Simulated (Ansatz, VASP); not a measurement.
AlGaN2: VASP beside Ansatz

```
Al Ga N
1.0
     3.13853    0.00000    0.00000
     0.00000    3.13853    0.00000
     0.00000    0.00000    4.53292
Al Ga N
1 1 2
Direct
  0.50000 0.50000 0.50000
  0.00000 0.00000 0.00000
  0.50000 0.00000 0.73908
  0.00000 0.50000 0.26092
```

Change from the starting cell: strain +0.000 along x and y, +0.025 along z, atoms carried along.

Alike in both runs: task single point; functional r2SCAN; k mesh 8 × 8 × 6; occupations gaussian, width 0.05 eV; no spin polarisation.

|  | VASP | Ansatz |
| --- | --- | --- |
| version | VASP 6.6.1 | Ansatz 0.2.0 |
| potentials or method | VASP PAW PBE potentials, release 64 (Al, Ga_d, N), cutoff 520 eV | scalar-relativistic, plane waves, PAW |
| valence electrons in the cell | 26 | 26 |

Ansatz gave:

- gap on the k mesh at the Fermi level (eV): 3.14
- least direct gap on the mesh (eV): 3.14
- pressure (GPa): -4.8
- traceless stress, the component that is largest in VASP (GPa): -2.41
- rms of the force components (eV/Å): 0.017

What did VASP give for the same quantities?

gap on the k mesh at the Fermi level (eV): 3.15; least direct gap on the mesh (eV): 3.15; pressure (GPa): -4.5; traceless stress, the component that is largest in VASP (GPa): -2.37; rms of the force components (eV/Å): 0.019.

VASP's potentials were made for PBE, not for r2SCAN. Atom by atom the forces differ by 0.036 eV/Å (rms over components).
